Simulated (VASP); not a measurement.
# KBr (I4/mmm) in VASP: a series of runs, part 2 of 2

VASP 6.6.1.

### 5 Single point, PBE (strain +0.000 along x and y, +0.015 along z)

INCAR

```
SYSTEM = KBr
PREC     = Accurate       ! precision mode
ENCUT    = 520            ! plane-wave cutoff, eV
EDIFF    = 1E-6           ! SCF threshold, eV
ISMEAR   = 0              ! smearing method
SIGMA    = 0.05           ! smearing width, eV
LREAL    = .False.        ! projectors in reciprocal space
LASPH    = .True.         ! aspherical terms in the spheres
NELM     = 80             ! most SCF steps
ALGO     = Normal         ! electronic algorithm
ISIF     = 2              ! what is computed and relaxed
LWAVE    = .False.        ! write WAVECAR
LCHARG   = .False.        ! write CHGCAR
GGA      = PE             ! functional
NBANDS   = 15             ! bands
```

KPOINTS

```
Automatic mesh
0
Gamma
  6 6 6
  0 0 0
```

POSCAR

```
KBr
1.0
    0.0000000000      3.2925000000      3.3418875000
    3.2925000000      0.0000000000      3.3418875000
    3.2925000000      3.2925000000      0.0000000000
K Br
1 1
Direct
    0.0000000000      0.0000000000      0.0000000000
    0.5000000000      0.5000000000      0.5000000000
```

Potentials or basis: VASP PAW PBE potentials, release 64 (K_sv, Br).

Command:

```
$ cat potpaw_PBE.64/K_sv/POTCAR potpaw_PBE.64/Br/POTCAR > POTCAR
$ mpirun -np 1 vasp_std > vasp.out
```

OUTCAR:

```text
SYSTEM = KBr
   PREC = Accurate
   ENCUT = 520
   EDIFF = 1E-6
   ISMEAR = 0
   LREAL = .False.
   LASPH = .True.
   NELM = 80
   ISIF = 2
   GGA = PE

 ion  position               nearest neighbor table
   1  0.000  0.000  0.000-   2 3.29   2 3.29   2 3.29   2 3.29
   2  0.500  0.500  0.500-   1 3.29   1 3.29   1 3.29   1 3.29

  LATTYP: Found a body centered tetragonal cell.
 ALAT       =     4.6562981541
 C/A-ratio  =     1.4354267658

  Lattice vectors:

 A1 = (  -3.2925000000,   0.0000000000,   3.3418875000)
[... 610 lines left out ...]
     11       7.1393      0.00000
     12       7.7747      0.00000
     13       7.9946      0.00000
     14       8.6611      0.00000
     15       9.1738      0.00000

 [... further k-points ...]
[... 5 lines left out ...]
  --------------------------------------------------------------------------------------
  -------------------------------------------------------------------------------------
  Total        0.3553426      0.3553426      0.1470865      0.0000000      0.0000000     -0.0000000
  in kB        7.8575018      7.8575018      3.2524459      0.0000000      0.0000000     -0.0000000
  external PRESSURE =       6.3224832 kB  Pullay stress =       0.0000000 kB

 VOLUME and BASIS-vectors are now :
 -----------------------------------------------------------------------------
  energy-cutoff  :      520.00
  volume of cell :       72.46
      direct lattice vectors                 reciprocal lattice vectors
     0.000000000  3.292500000  3.341887500    -0.151860289  0.151860289  0.149616048
     3.292500000  0.000000000  3.341887500     0.151860289 -0.151860289  0.149616048
     3.292500000  3.292500000  0.000000000     0.151860289  0.151860289 -0.149616048

 POSITION                                       TOTAL-FORCE (eV/Angst)
 -----------------------------------------------------------------------------------
      0.00000      0.00000      0.00000        -0.000000      0.000000      0.000000
      3.29250      3.29250      3.34189         0.000000     -0.000000     -0.000000
 -----------------------------------------------------------------------------------
    total drift:                                0.000000      0.000000      0.000000

  FREE ENERGIE OF THE ION-ELECTRON SYSTEM (eV)
  ---------------------------------------------------
  free  energy   TOTEN  =        -6.2165846988 eV

  energy  without entropy=       -6.2165846988  energy(sigma->0) =       -6.21658470
```

OSZICAR:

```text
N       E                     dE             d eps       ncg     rms          rms(c)
DAV:   1     0.986246138529E+02    0.98625E+02   -0.68786E+03   900   0.933E+02
DAV:   2    -0.844357656861E-01   -0.98709E+02   -0.90949E+02  1173   0.227E+02
DAV:   3    -0.615287484846E+01   -0.60684E+01   -0.60342E+01  1243   0.493E+01
DAV:   4    -0.638949242199E+01   -0.23662E+00   -0.23658E+00  1397   0.848E+00
DAV:   5    -0.639127997850E+01   -0.17876E-02   -0.17875E-02  1215   0.833E-01    0.307E+00
DAV:   6    -0.621771888187E+01    0.17356E+00   -0.21947E-01  1145   0.224E+00    0.224E+00
DAV:   7    -0.620642355276E+01    0.11295E-01   -0.11113E-01  1201   0.177E+00    0.102E+00
DAV:   8    -0.621548831122E+01   -0.90648E-02   -0.12243E-02  1020   0.800E-01    0.117E-01
DAV:   9    -0.621626394977E+01   -0.77564E-03   -0.85169E-04  1236   0.178E-01    0.779E-02
DAV:  10    -0.621656606277E+01   -0.30211E-03   -0.30801E-04   956   0.102E-01    0.122E-02
DAV:  11    -0.621658283061E+01   -0.16768E-04   -0.28554E-05  1154   0.307E-02    0.581E-03
DAV:  12    -0.621658460312E+01   -0.17725E-05   -0.43229E-06   955   0.139E-02    0.171E-03
DAV:  13    -0.621658469882E+01   -0.95697E-07   -0.12323E-07  1024   0.204E-03
   1 F= -.62165847E+01 E0= -.62165847E+01  d E =-.177201E-12
```

It took 35 s on 1 thread of Intel Xeon Platinum 8488C (Sapphire Rapids), shared host; peak memory 0.21 GiB.

What came out:

```yaml
Free_energy: -6.2166 eV
Pressure: 0.6 GPa
Band_gap_on_the_k_mesh: 4.41 eV, direct
```

Caveat: the cell differs from its parent crystal (strain +0.000 along x and y, +0.015 along z).

### 6 Single point, PBE (strain +0.000 along x and y, +0.030 along z)

INCAR

```
PREC = Accurate
ENCUT = 520
EDIFF = 1E-7
ISMEAR = 0
SIGMA = 0.05
LREAL = F
LASPH = T
NELM = 80
ALGO = Normal
ISIF = 2
LWAVE = F
LCHARG = F
GGA = PE
NBANDS = 15
```

KPOINTS

```
regular mesh
0
Gamma
  6 6 6
```

POSCAR

```
KBr
1.0
    0.0000000000      3.2925000000      3.3912750000
    3.2925000000      0.0000000000      3.3912750000
    3.2925000000      3.2925000000      0.0000000000
K Br
1 1
Direct
    0.0000000000      0.0000000000      0.0000000000
    0.5000000000      0.5000000000      0.5000000000
```

Potentials or basis: VASP PAW PBE potentials, release 64 (K_sv, Br).

Command:

```
$ cat potpaw_PBE.64/K_sv/POTCAR potpaw_PBE.64/Br/POTCAR > POTCAR
$ mpirun -np 1 vasp_std > vasp.out
```

Wall time 40 s (1 thread of Intel Xeon Platinum 8488C (Sapphire Rapids), shared host); peak memory 0.21 GiB.

Results (log left out):

| Item | Value |
| --- | --- |
| Free energy | -6.2173 eV |
| Pressure | 0.4 GPa |
| Band gap on the k mesh | 4.37 eV, direct |

Stress tensor (GPa, compression positive):
```
 0.70  0.00  0.00
 0.00  0.70  0.00
 0.00  0.00 -0.12
```

Levels at points of the mesh, in eV from the valence-band top:
```tsv
k point	band 4	band 5	band 6	band 7	band 8	band 9	band 10	band 11	band 12	band 13
(0.00, 0.00, 0.00)	-11.31	-11.31	-0.01	0.00	0.00	4.37	7.48	7.66	7.66	8.34
(0.50, 0.00, 0.00)	-11.31	-11.06	-1.14	-0.32	-0.32	6.54	8.14	9.69	9.71	9.88
(0.50, 0.50, 0.00)	-11.34	-11.34	-0.81	-0.26	-0.26	5.91	7.09	9.27	9.28	9.59
(0.50, 0.00, 0.50)	-11.35	-11.34	-0.78	-0.30	-0.28	5.87	7.12	9.35	9.43	9.60
```

Caveat: the cell differs from its parent crystal (strain +0.000 along x and y, +0.030 along z).

### 7 The runs side by side

```tsv
cell	gap on the mesh (eV)	pressure (GPa)
a = 4.622, b = 4.622, c = 4.656 Å, angles 59.8, 59.8, 60.5°, 2 atoms	4.49	1.2
a = 4.657, b = 4.657, c = 4.586 Å, angles 60.5, 60.5, 59.0°, 2 atoms	4.49	1.2
a = 4.692, b = 4.692, c = 4.586 Å, angles 60.7, 60.7, 58.5°, 2 atoms	4.44	1.0
a = 4.691, b = 4.691, c = 4.656 Å, angles 60.2, 60.2, 59.5°, 2 atoms	4.41	0.6
a = 4.727, b = 4.727, c = 4.656 Å, angles 60.5, 60.5, 59.0°, 2 atoms	4.37	0.4
```

Alike in all rows: task single point; level PBE; potentials or basis VASP PAW PBE potentials, release 64 (K_sv, Br); no spin polarisation; k mesh 6 × 6 × 6; cutoff (eV) 520; smearing gaussian 0.05 eV.

Absolute energies hang on the potentials; compare differences alone.
